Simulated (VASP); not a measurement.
The system is Li.

```
Li
1.0
     3.03262    0.00000    0.00000
    -1.51631    2.62632    0.00000
     0.00000    0.00000   10.20007
Li
4
Direct
  0.33333 0.66667 0.11855
  0.66667 0.33333 0.61855
  0.33333 0.66667 0.38145
  0.66667 0.33333 0.88145
```

This isn't the form of Li at room conditions, which is bcc.

* Program: VASP 6.6.1
* Task: relaxation of cell and atoms
* Functional: PBE
* Potentials or basis: VASP PAW PBE potentials, release 64 (Li_sv)
* Cutoff: 600 eV
* k mesh: 18 × 18 × 6
* Occupations: gaussian, width 0.1 eV
* Spin: no spin polarisation

At the start: pressure -0.0 GPa; volume 20.31 Å³/atom.

Question: Where does the relaxation end?

Answer: Over 7 steps the energy falls by 4.5 meV/atom and the volume is 20.17 Å³/atom (-0.7 %); space group P6_3/mmc (No. 194, to 0.1 Å) before and after.

The path:
```csv
step,energy change (eV),largest force (eV/Å),pressure (GPa),volume (Å³)
1,0.0000,0.0005,-0.04,81.24
2,-0.0078,0.0078,-0.06,81.18
3,-0.0174,0.0256,-0.03,80.94
4,-0.0174,0.0248,-0.03,80.96
5,-0.0174,0.0251,-0.03,80.95
6,-0.0176,0.0200,-0.02,80.88
7,-0.0179,0.0059,0.00,80.67
```

Final structure:
```xyz
4
Lattice="2.9759 0.0000 0.0000 -1.4880 2.5772 0.0000 0.0000 0.0000 10.5183" Properties=species:S:1:pos:R:3 pbc="T T T"
Li    0.0000    1.7181    1.2544
Li    1.4880    0.8591    6.5136
Li    0.0000    1.7181    4.0047
Li    1.4880    0.8591    9.2639
```

Caveat: the cutoff is under 1.25 times the usual one of these potentials, so pressure, stress and relaxed cells hold a basis-set (Pulay) error.
